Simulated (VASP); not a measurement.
Write the native input for VASP 6.6.1 that does the following.

| Quantity | Value |
| --- | --- |
| Task | relaxation of cell and atoms |
| Functional | PBE |
| Potentials or basis | VASP PAW PBE potentials, release 64 (Ag) |
| Cutoff | 500 eV |
| k mesh | 8 × 8 × 8 |
| Occupations | fermi-dirac, width 0.05 eV |
| Spin | no spin polarisation |
| Target pressure | 45 GPa |
| Dipole correction | no |
| Further INCAR settings | ALGO = Normal; EDIFF = 1e-07; IBRION = 2; EDIFFG = -0.03; NSW = 80; ISIF = 3 |

The structure of Ag lies in POSCAR:

```
Ag
1.0
    0.0000000000      2.8100000000      2.8100000000
    2.8100000000      0.0000000000      2.8100000000
    2.8100000000      2.8100000000      0.0000000000
Ag
2
Direct
    1.0000000000      1.0000000000      1.0000000000
    0.2500000000      0.2500000000      0.2500000000
```

This isn't the form of Ag at room conditions, which is fcc.

The input as run:

INCAR

```
PREC = Accurate
ENCUT = 500
EDIFF = 1E-7
ISMEAR = -1
SIGMA = 0.05
LREAL = F
LASPH = T
NELM = 120
ALGO = Normal
ISIF = 3
LWAVE = F
LCHARG = F
GGA = PE
IBRION = 2
NSW = 80
EDIFFG = -0.03
PSTRESS = 450.0
GGA_COMPAT = F
NELMIN = 4
```

KPOINTS

```
regular mesh
0
Gamma
  8 8 8
```

Potentials or basis: VASP PAW PBE potentials, release 64 (Ag).

Command:

```sh
$ cat potpaw_PBE.64/Ag/POTCAR > POTCAR
$ mpirun -np 1 vasp_std > vasp.out
```

It gave:

* Relaxed volume: 19.33 Å³/atom
* Relaxed cell: a = 3.795 Å, b = 3.795 Å, c = 3.795 Å, α = 60.00°, β = 60.00°, γ = 60.00°
* Space group after relaxing (to 0.1 Å): Fd-3m (No. 227)
* Energy change on relaxing (the run minimises the enthalpy): +564.5 meV/atom
* Ionic steps: 5
* Pressure after relaxing: 45.0 GPa
* Band gap on the k mesh: zero (bands 11 and 12 overlap by 1.41 eV)

Caveat: the cell is relaxed towards a set pressure, so the run minimises the enthalpy, not the energy.

It took 50 s on 1 thread of Intel(R) Xeon(R) Platinum 8488C (Sapphire Rapids), with other jobs on the host, peak memory 0.17 GiB.
